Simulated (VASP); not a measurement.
# Te2Mo (P6_3/mmc) in VASP: notebook

The runs below take Te2Mo through single point, with r2SCAN.

Everything below comes from runs of VASP 6.6.1. Logs are shortened: lines on timing, memory, paths and dates and some standing lists are left out, and cuts for length are marked.

### Step 1. The cell of the first run

It takes space group P6_3/mmc (No. 194, hexagonal). Conventional cell: a = 3.474 Å, b = 3.474 Å, c = 13.990 Å, α = 90.00°, β = 90.00°, γ = 120.00°. Te (site symmetry 3m) has 3 Mo at 2.63 Å and 7 Te at 3.40 to 3.47 Å within 3.5 Å. Within 3.5 Å of Mo (site symmetry -6m2) lie 6 Te at 2.63 Å and 6 Mo at 3.47 Å.

### Step 2. Single point, r2SCAN (strain -0.025 along x and y, -0.050 along z)

POSCAR

```
Te2Mo
1.0
    3.4744565868      0.0000000000      0.0000000000
   -1.7372282934      3.0089676685      0.0000000000
    0.0000000000      0.0000000000     13.9899100005
Te Mo
4 2
Direct
    0.3333333333      0.6666666667      0.6284839550
    0.6666666667      0.3333333333      0.1284839550
    0.3333333333      0.6666666667      0.8715160450
    0.6666666667      0.3333333333      0.3715160450
    0.3333333333      0.6666666667      0.2500000000
    0.6666666667      0.3333333333      0.7500000000
```

INCAR.step1

```
ALGO = Normal
EDIFF = 1E-4
ENCUT = 520
GGA = PE
ISMEAR = 0
LASPH = True
LCHARG = False
LREAL = False
LWAVE = True
NBANDS = 35
NELM = 60
PREC = Accurate
SIGMA = 0.05
```

INCAR.step2

```
ALGO = Normal
EDIFF = 1E-7
ENCUT = 520
ISIF = 2
ISMEAR = 0
ISTART = 1
LASPH = True
LCHARG = False
LMIXTAU = True
LREAL = False
LWAVE = False
METAGGA = R2SCAN
NBANDS = 35
NELM = 60
PREC = Accurate
SIGMA = 0.05
```

KPOINTS

```
k-points
0
Gamma
  12 12 2
```

Potentials or basis: VASP PAW PBE potentials, release 64 (Te, Mo_sv).

Run with:

```
> cat potpaw_PBE.64/Te/POTCAR potpaw_PBE.64/Mo_sv/POTCAR > POTCAR
> cp INCAR.step1 INCAR
> mpirun -np 1 vasp_std > vasp.out
> cp INCAR.step2 INCAR
> mpirun -np 1 vasp_std > vasp.out
```

OUTCAR:

```text
EDIFF = 1E-7
   ENCUT = 520
   ISIF = 2
   ISMEAR = 0
   ISTART = 1
   LASPH = True
   LREAL = False
   METAGGA = R2SCAN
   NELM = 60
   PREC = Accurate

 ion  position               nearest neighbor table
   1  0.333  0.667  0.628-   6 2.63   6 2.63   6 2.63   3 3.40
   2  0.667  0.333  0.128-   5 2.63   5 2.63   5 2.63   4 3.40
   3  0.333  0.667  0.872-   6 2.63   6 2.63   6 2.63   1 3.40
   4  0.667  0.333  0.372-   5 2.63   5 2.63   5 2.63   2 3.40
   5  0.333  0.667  0.250-   2 2.63   4 2.63   2 2.63   4 2.63   2 2.63   4 2.63
   6  0.667  0.333  0.750-   1 2.63   3 2.63   1 2.63   3 2.63   1 2.63   3 2.63

  LATTYP: Found a hexagonal cell.
 ALAT       =     3.4744565868
 C/A-ratio  =     4.0265030375

  Lattice vectors:

 A1 = (   3.4744565868,   0.0000000000,   0.0000000000)
 A2 = (  -1.7372282934,   3.0089676685,   0.0000000000)
 A3 = (   0.0000000000,   0.0000000000,  13.9899100005)

Analysis of symmetry for initial positions (statically):
=====================================================================
 Subroutine PRICEL returns:
 Original cell was already a primitive cell.

 Routine SETGRP: Setting up the symmetry group for a
 hexagonal supercell.

 Subroutine GETGRP returns: Found 24 space group operations
 (whereof 12 operations were pure point group operations)
 out of a pool of 24 trial point group operations.

The static configuration has the point symmetry D_3d.
 The point group associated with its full space group is D_6h.

Analysis of symmetry for dynamics (positions and initial velocities):
=====================================================================
 Subroutine PRICEL returns:
 Original cell was already a primitive cell.

 Routine SETGRP: Setting up the symmetry group for a
 hexagonal supercell.

 Subroutine GETGRP returns: Found 24 space group operations
 (whereof 12 operations were pure point group operations)
 out of a pool of 24 trial point group operations.

The dynamic configuration has the point symmetry D_3d.
 The point group associated with its full space group is D_6h.

 Subroutine INISYM returns: Found 24 space group operations
 (whereof 12 operations are pure point group operations),
 and found     1 'primitive' translations

----------------------------------------------------------------------------------------

                                     Primitive cell

  volume of cell :     146.2579

  direct lattice vectors                    reciprocal lattice vectors
     3.474456587  0.000000000  0.000000000     0.287814792  0.166169948  0.000000000
    -1.737228293  3.008967668  0.000000000     0.000000000  0.332339895  0.000000000
     0.000000000  0.000000000 13.989910001     0.000000000  0.000000000  0.071480088

  length of vectors
     3.474456587  3.474456587 13.989910001     0.332339895  0.332339895  0.071480088

  position of ions in fractional coordinates (direct lattice)
     0.333333333  0.666666667  0.628483955
     0.666666667  0.333333333  0.128483955
     0.333333333  0.666666667  0.871516045
     0.666666667  0.333333333  0.371516045
     0.333333333  0.666666667  0.250000000
     0.666666667  0.333333333  0.750000000

  ion indices of the primitive-cell ions
   primitive index   ion index
                 1           1
                 2           2
                 3           3
                 4           4
                 5           5
                 6           6

----------------------------------------------------------------------------------------

 KPOINTS: k-points

Automatic generation of k-mesh.
 Grid dimensions read from file:
 generate k-points for:   12   12    2

 Generating k-lattice:

  Cartesian coordinates                     Fractional coordinates (reciprocal lattice)
     0.023984566  0.013847496  0.000000000     0.083333333  0.000000000  0.000000000
     0.000000000  0.027694991  0.000000000     0.000000000  0.083333333  0.000000000
     0.000000000  0.000000000  0.035740044     0.000000000  0.000000000  0.500000000

  Length of vectors
     0.027694991  0.027694991  0.035740044

  Shift w.r.t. Gamma in fractional coordinates (k-lattice)
     0.000000000  0.000000000  0.000000000

 Subroutine IBZKPT returns following result:
 ===========================================

 Found     38 irreducible k-points:

 Following reciprocal coordinates:
            Coordinates               Weight
  0.000000  0.000000  0.000000      1.000000
  0.083333 -0.000000  0.000000      6.000000
  0.166667 -0.000000  0.000000      6.000000
  0.250000  0.000000  0.000000      6.000000
  0.333333  0.000000  0.000000      6.000000
  0.416667 -0.000000  0.000000      6.000000
[... 16 lines left out ...]
  0.250000  0.000000  0.500000      6.000000
  0.333333  0.000000  0.500000      6.000000
 [... further k-points ...]
   k-points           NKPTS =     38   k-points in BZ     NKDIM =     38   number of bands    NBANDS=     35
   number of dos      NEDOS =    301   number of ions     NIONS =      6
   total plane-waves  NPLWV =  84672
   dimension x,y,z NGX =    28 NGY =   28 NGZ =  108
   dimension x,y,z NGXF=    56 NGYF=   56 NGZF=  216
   ions per type =               4   2
   NGX,Y,Z   is equivalent  to a cutoff of  13.40, 13.40, 12.83 a.u.
   NGXF,Y,Z  is equivalent  to a cutoff of  26.79, 26.79, 25.67 a.u.
 SYSTEM =  unknown system
   PREC   = accura    normal or accurate (medium, high low for compatibility)
   ISTART =      1    job   : 0-new  1-cont  2-samecut
   ICHARG =      0    charge: 1-file 2-atom 10-const
   ISPIN  =      1    spin polarized calculation?
   LNONCOLLINEAR =      F non collinear calculations
   LSORBIT =      F    spin-orbit coupling
   LASPH  =      T    aspherical Exc in radial PAW
   ENCUT  =  520.0 eV  38.22 Ry    6.18 a.u.   6.46  6.46 26.01*2*pi/ulx,y,z
   NELM   =     60;   NELMIN=  2; NELMDL=  0     # of ELM steps
   EDIFF  = 0.1E-06   stopping-criterion for ELM
   LREAL  =      F    real-space projection
   EDIFFG = 0.1E-05   stopping-criterion for IOM
   NSW    =      0    number of steps for IOM
   IBRION =     -1    ionic relax: 0-MD 1-quasi-New 2-CG
   NFREE  =      0    steps in history (QN), initial steepest desc. (CG)
   ISIF   =      2    stress and relaxation
   ISYM   =      2    0-nonsym 1-usesym 2-fastsym
   POTIM  = 0.5000    time-step for ionic-motion
   TEBEG  =    0.0;   TEEND  =   0.0 temperature during run
   PSTRESS=    0.0 pullay stress
   NELECT =      52.0000    total number of electrons
   NUPDOWN=      -1.0000    fix difference up-down
   EMIN   =  10.00;   EMAX   =-10.00  energy-range for DOS
   EFERMI =   0.00;   METHOD = LEGACY
   ISMEAR =     0;   SIGMA  =   0.05  broadening in eV -4-tet -1-fermi 0-gaus
   EFERMI_NEDOS =   21; number of points for ismear=-14 and -15
   IALGO  =     38    algorithm
   IMIX   =      4    mixing-type and parameters
     AMIX     =   0.40;   BMIX     =  1.00
     AMIX_MAG =   1.60;   BMIX_MAG =  1.00
  volume/ion in A,a.u.               =      24.38       164.50
  Fermi-wavevector in a.u.,A,eV,Ry     =   1.159764  2.191636 18.300540  1.345052
  Thomas-Fermi vector in A             =   2.296353
   LORBIT       =      0    0 simple, 1 ext, 2 COOP (PROOUT), +10 PAW based schemes
   METAGGA = R2SCAN    functional components
   LHFCALC =     F    Hartree Fock is set to
   AEXX    =    0.0000 exact exchange contribution
   IVDW    =     0    specifies the selected vdW correction
   LEPSILON=     F    determine dielectric tensor
   LRPA    =     F    only Hartree local field effects (RPA)
 non-spin polarized calculation
 Gauss-broadening in eV      SIGMA  =   0.05
  energy-cutoff  :      520.00
  volume of cell :      146.26
 maximum number of plane-waves:      3976
 NGX is ok and might be reduce to    28
   NGX = 13   NGY = 13   NGZ = 53

 number of electron      51.9999995 magnetization

 Free energy of the ion-electron system (eV)
  ---------------------------------------------------
  ext. energy  EPLUGINS =         0.00000000
  ---------------------------------------------------
  free energy    TOTEN  =      -155.05534501 eV

  energy without entropy =     -155.05534501  energy(sigma->0) =     -155.05534501

 E-fermi :   8.7684     XC(G=0): -11.0461

 val. band max:        8.4511864712   @ k =   0.0000   0.0000   0.0000
 cond. band min:       9.2412366639   @ k =   0.3333   0.3333   0.0000
 fundamental gap:      0.7900501928
 Fermi energy:         8.7684379374

 k-point     1 :       0.0000    0.0000    0.0000
  band No.  band energies     occupation
      1     -54.3319      2.00000
      2     -54.3319      2.00000
      3     -27.8322      2.00000
      4     -27.8322      2.00000
      5     -27.7060      2.00000
      6     -27.7060      2.00000
[... 27 lines left out ...]
     34      12.2739      0.00000
     35      14.8822      0.00000

 k-point     2 :       0.0833   -0.0000    0.0000
  band No.  band energies     occupation
      1     -54.3309      2.00000
      2     -54.3309      2.00000
      3     -27.8292      2.00000
      4     -27.8292      2.00000
      5     -27.7183      2.00000
      6     -27.7183      2.00000
[... 27 lines left out ...]
     34      12.0290      0.00000
     35      15.3472      0.00000

 k-point     3 :       0.1667   -0.0000    0.0000
  band No.  band energies     occupation
      1     -54.3282      2.00000
      2     -54.3282      2.00000
      3     -27.8209      2.00000
      4     -27.8209      2.00000
      5     -27.7517      2.00000
      6     -27.7517      2.00000
[... 27 lines left out ...]
     34      12.1809      0.00000
     35      15.4850      0.00000
[... 723 lines left out ...]
 k-point    23 :       0.2500    0.0000    0.5000
  band No.  band energies     occupation
      1     -54.3245      2.00000
      2     -54.3245      2.00000
      3     -27.8096      2.00000
      4     -27.8096      2.00000
      5     -27.7970      2.00000
      6     -27.7970      2.00000
[... 27 lines left out ...]
     34      12.3206      0.00000
     35      15.2493      0.00000

 k-point    24 :       0.3333    0.0000    0.5000
  band No.  band energies     occupation
      1     -54.3208      2.00000
      2     -54.3208      2.00000
      3     -27.8419      2.00000
      4     -27.8419      2.00000
      5     -27.7983      2.00000
      6     -27.7983      2.00000
[... 27 lines left out ...]
     34      12.4771      0.00000
     35      14.2450      0.00000

 [... further k-points ...]
[... 5 lines left out ...]
  --------------------------------------------------------------------------------------
  -------------------------------------------------------------------------------------
  Total        9.6971014      9.6971014     14.8953905      0.0000000      0.0000000     -0.0000000
  in kB      106.2265768    106.2265768    163.1710636      0.0000000      0.0000000     -0.0000000
  external PRESSURE =     125.2080724 kB  Pullay stress =       0.0000000 kB

 VOLUME and BASIS-vectors are now :
 -----------------------------------------------------------------------------
  energy-cutoff  :      520.00
  volume of cell :      146.26
      direct lattice vectors                 reciprocal lattice vectors
     3.474456587  0.000000000  0.000000000     0.287814792  0.166169948  0.000000000
    -1.737228293  3.008967668  0.000000000     0.000000000  0.332339895  0.000000000
     0.000000000  0.000000000 13.989910001     0.000000000  0.000000000  0.071480088

 POSITION                                       TOTAL-FORCE (eV/Angst)
 -----------------------------------------------------------------------------------
     -0.00000      2.00598      8.79243         0.000000     -0.000000     -2.035344
      1.73723      1.00299      1.79748        -0.000000      0.000000     -2.035344
     -0.00000      2.00598     12.19243         0.000000     -0.000000      2.035344
      1.73723      1.00299      5.19748        -0.000000      0.000000      2.035344
     -0.00000      2.00598      3.49748        -0.000000      0.000000      0.000000
      1.73723      1.00299     10.49243         0.000000     -0.000000      0.000000
 -----------------------------------------------------------------------------------
    total drift:                               -0.000000      0.000000     -0.000000

  FREE ENERGIE OF THE ION-ELECTRON SYSTEM (eV)
  ---------------------------------------------------
  free  energy   TOTEN  =      -155.0553450069 eV

  energy  without entropy=     -155.0553450069  energy(sigma->0) =     -155.05534501
```

Wall time 18 min (1 thread of Oxide Virtual Turin-like, shared host); peak memory 0.37 GiB.

Results:

```yaml
Free_energy: -155.0553 eV
Pressure: 12.5 GPa
Largest_force: 2.035 eV/Å
Band_gap_on_the_k_mesh: 0.79 eV (least direct gap 1.11 eV)
```

Forces in eV/Å, atoms in the order of the input:
```
Te   0.000  0.000 -2.035
Te   0.000  0.000 -2.035
Te   0.000  0.000  2.035
Te   0.000  0.000  2.035
Mo   0.000  0.000  0.000
Mo   0.000  0.000  0.000
```

Caveat: the cell differs from its parent crystal (strain -0.025 along x and y, -0.050 along z); the stress differs along the axes, from 11 to 16 GPa; the PAW data sets were made with another functional, which shifts forces and pressure a little; spin-orbit coupling is left out, which moves the levels of the heavy elements.

(Part 1 of 2 ends here.)
